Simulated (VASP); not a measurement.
Crystal: BeSe.

```xyz
2
Lattice="0.0000 2.5840 2.5840 2.5840 0.0000 2.5840 2.5840 2.5840 0.0000" Properties=species:S:1:pos:R:3 pbc="T T T"
Be    0.0000    0.0000    0.0000
Se    1.2920    1.2920    1.2920
```

| Property | Result |
| --- | --- |
| Program | VASP 6.6.1 |
| Task | relaxation of cell and atoms |
| Functional | PBE |
| Dispersion | D3(BJ) |
| Potentials or basis | VASP PAW PBE potentials, release 64 (Be, Se) |
| Cutoff | 600 eV |
| k mesh | 8 × 8 × 8 |
| Occupations | gaussian, width 0.02 eV |
| Spin | no spin polarisation |

At the start: pressure -2.4 GPa; volume 17.25 Å³/atom.

Q: Where does the relaxation end?

A: Over 3 steps the energy falls by 4.3 meV/atom and the volume is 16.71 Å³/atom (-3.1 %); space group F-43m (No. 216, to 0.1 Å) before and after.

Step by step:
| step | energy change (eV) | largest force (eV/Å) | pressure (GPa) | volume (Å³) |
| --- | --- | --- | --- | --- |
| 1 | 0.0000 | 0.0000 | -2.45 | 34.51 |
| 2 | -0.0082 | 0.0000 | 0.53 | 33.21 |
| 3 | -0.0085 | 0.0000 | 0.01 | 33.42 |

Final structure:
```
CELL_PARAMETERS angstrom
0.00000 2.55655 2.55655
2.55655 0.00000 2.55655
2.55655 2.55655 0.00000
ATOMIC_POSITIONS crystal
Be 0.00000 0.00000 0.00000
Se 0.25000 0.25000 0.25000
```
